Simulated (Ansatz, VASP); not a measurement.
Bi: VASP beside Ansatz

Contents of INCAR:

```
SYSTEM = Bi
PREC     = Accurate       ! precision mode
ENCUT    = 520            ! plane-wave cutoff, eV
EDIFF    = 1E-7           ! SCF threshold, eV
ISMEAR   = 0              ! smearing method
SIGMA    = 0.15           ! smearing width, eV
LREAL    = .FALSE.        ! projectors in reciprocal space
LASPH    = .TRUE.         ! aspherical terms in the spheres
NELM     = 60             ! most SCF steps
ALGO     = Normal         ! electronic algorithm
ISIF     = 2              ! what is computed and relaxed
LWAVE    = .FALSE.        ! write WAVECAR
LCHARG   = .FALSE.        ! write CHGCAR
GGA      = PS             ! functional
NBANDS   = 14             ! bands
```

File KPOINTS:

```
Automatic mesh
0
G
  18 18 18
  0 0 0
```

POSCAR

```
Bi
1.0
   -1.9814305318      1.9814305318      1.9814305318
    1.9814305318     -1.9814305318      1.9814305318
    1.9814305318      1.9814305318     -1.9814305318
Bi
1
Direct
    0.0000000000      0.0000000000      0.0000000000
```

Input for Ansatz:

```yaml
crystal:
  lattice:
    - [-1.9814305318, 1.9814305318, 1.9814305318]
    - [1.9814305318, -1.9814305318, 1.9814305318]
    - [1.9814305318, 1.9814305318, -1.9814305318]
  atoms:
    - { symbol: Bi, position: [0.0, 0.0, 0.0] }
basis:
  ecutwfc: 420
kpoints:
  mp_grid: { grid: [18, 18, 18] }
hamiltonian:
  xc: pbesol
scf:
  occupations: { method: gaussian, width: 0.15 }
output:
  forces: true
  stress: true
  eigenvalues: true
```

Alike in both runs: task single point; functional PBEsol; k mesh 18 × 18 × 18; occupations gaussian, width 0.15 eV; no spin polarisation.

|  | VASP | Ansatz |
| --- | --- | --- |
| version | VASP 6.6.1 | Ansatz 0.2.0 |
| potentials or method | VASP PAW PBE potentials, release 64 (Bi_d), cutoff 520 eV | scalar-relativistic, plane waves, PAW |
| valence electrons in the cell | 15 | 15 |

Ansatz gave:

```
gap on the k mesh at the Fermi level (eV) : none
pressure (GPa)                            : -1.9
```

Problem. Which values does VASP return?

Solution. gap on the k mesh at the Fermi level (eV): none; pressure (GPa): -2.0.

VASP's potentials were made for PBE, not for PBEsol. A gap of «none» marks a metal or a gap that the smearing closes. With one functional, cell and mesh, what is left measures potentials, basis and numerics.

Spin-orbit coupling is off throughout.
